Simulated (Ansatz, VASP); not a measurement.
ZnAu in VASP and in Ansatz

INCAR

```
PREC = Accurate
ENCUT = 520
EDIFF = 1E-6
ISMEAR = 0
SIGMA = 0.1
LREAL = F
LASPH = T
NELM = 80
ALGO = Normal
ISIF = 2
LWAVE = F
LCHARG = F
NBANDS = 18
```

File KPOINTS:

```
Automatic mesh
0
Gamma
  2 2 2
```

Contents of POSCAR:

```
ZnAu
1.0
    3.1500525100      0.0000000000      0.0000000000
    0.0000000000      3.1500525100      0.0000000000
    0.0000000000      0.0000000000      3.1500525100
Zn Au
1 1
Direct
    0.5000000000      0.5000000000      0.5000000000
    0.0000000000      0.0000000000      0.0000000000
```

Input for Ansatz:

```yaml
crystal:
  lattice:
    - [3.15005251, 0.0, 0.0]
    - [0.0, 3.15005251, 0.0]
    - [0.0, 0.0, 3.15005251]
  atoms:
    - { symbol: Zn, position: [0.5, 0.5, 0.5] }
    - { symbol: Au, position: [0.0, 0.0, 0.0] }
  symmetry: { tolerance: 0.001 }
basis:
  ecutwfc: 420
kpoints:
  mp_grid: { grid: [2, 2, 2] }
hamiltonian:
  xc: lda
scf:
  occupations: { method: gaussian, width: 0.1 }
output:
  forces: true
  stress: true
  eigenvalues: true
```

Alike in both runs: task single point; functional LDA; k mesh 2 × 2 × 2; occupations gaussian, width 0.1 eV; no spin polarisation.

```csv
,VASP,Ansatz
version,VASP 6.6.1,Ansatz 0.2.0
potentials or method,"VASP PAW LDA potentials, release 64 (Zn, Au), cutoff 520 eV","scalar-relativistic, plane waves, PAW"
valence electrons in the cell,23,31
```

```tsv
	VASP	Ansatz	Ansatz less VASP
gap on the k mesh at the Fermi level (eV)	none	none	-
pressure (GPa)	-7.2	-7.8	-0.65
```

LDA's correlation is that of Perdew and Zunger in VASP and of Perdew and Wang (1992) in Ansatz. A gap of «none» marks a metal or a gap that the smearing closes. VASP's potentials hold 23 valence electrons a cell and Ansatz's 31, so a difference there can come from the potentials and not from the codes.

The k mesh is coarse, so the values compare programs but aren't converged. Spin-orbit coupling is off throughout.
